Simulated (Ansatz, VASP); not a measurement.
## One calculation of SnO, two programs

Contents of POSCAR:

```
SnO
1.0
    3.6831088220      0.0000000000      0.0000000000
    0.0000000000      3.6831088220      0.0000000000
    0.0000000000      0.0000000000      5.1532524170
Sn O
2 2
Direct
    0.0000000000      0.5000000000      0.2385000000
    0.5000000000      0.0000000000      0.7615000000
    0.0000000000      0.0000000000      0.0000000000
    0.5000000000      0.5000000000      0.0000000000
```

INCAR.step1

```
  PREC = Accurate
  ENCUT = 520
  ISMEAR = 0
  SIGMA = 0.03
  LREAL = False
  LASPH = True
  NELM = 60
  NBANDS = 28
  GGA = PE
  ALGO = Normal
  EDIFF = 1E-4
  LWAVE = True
  LCHARG = False
```

File INCAR.step2:

```
  PREC = Accurate
  ENCUT = 520
  EDIFF = 1E-6
  ISMEAR = 0
  SIGMA = 0.03
  LREAL = False
  LASPH = True
  NELM = 60
  ALGO = Normal
  ISIF = 2
  LWAVE = False
  LCHARG = False
  METAGGA = R2SCAN
  LMIXTAU = True
  NBANDS = 28
  ISTART = 1
```

The input KPOINTS:

```
regular mesh
0
Gamma
  10 10 8
```

Input for Ansatz:

```yaml
crystal:
  lattice:
    - [3.683108822, 0.0, 0.0]
    - [0.0, 3.683108822, 0.0]
    - [0.0, 0.0, 5.153252417]
  atoms:
    - { symbol: Sn, position: [0.0, 0.5, 0.2385] }
    - { symbol: Sn, position: [0.5, 0.0, 0.7615] }
    - { symbol: O, position: [0.0, 0.0, 0.0] }
    - { symbol: O, position: [0.5, 0.5, 0.0] }
basis:
  ecutwfc: 500
kpoints:
  mp_grid: { grid: [10, 10, 8] }
hamiltonian:
  xc: r2scan
scf:
  occupations: { method: gaussian, width: 0.03 }
output:
  forces: true
  stress: true
  eigenvalues: true
  write_density: true
  write_potential: true
  elf: true
  volumetric_format: npy
```

Alike in both runs: task single point; functional r2SCAN; k mesh 10 × 10 × 8; occupations gaussian, width 0.03 eV; no spin polarisation.

```csv
,VASP,Ansatz
version,VASP 6.6.1,Ansatz 0.2.0
potentials or method,"VASP PAW PBE potentials, release 64 (Sn_d, O), cutoff 520 eV","scalar-relativistic, plane waves, PAW"
valence electrons in the cell,40,40
```

```csv
,VASP,Ansatz,Ansatz less VASP
gap on the k mesh at the Fermi level (eV),none,none,-
pressure (GPa),2.1,1.5,-0.60
"traceless stress, the component that is largest in VASP (GPa)",-6.02,-6.01,+0.009
rms of the force components (eV/Å),0.289,0.348,+0.0584
```

VASP's potentials were made for PBE, not for r2SCAN. Atom by atom the forces differ by 0.058 eV/Å (rms over components). A gap of «none» marks a metal or a gap that the smearing closes.
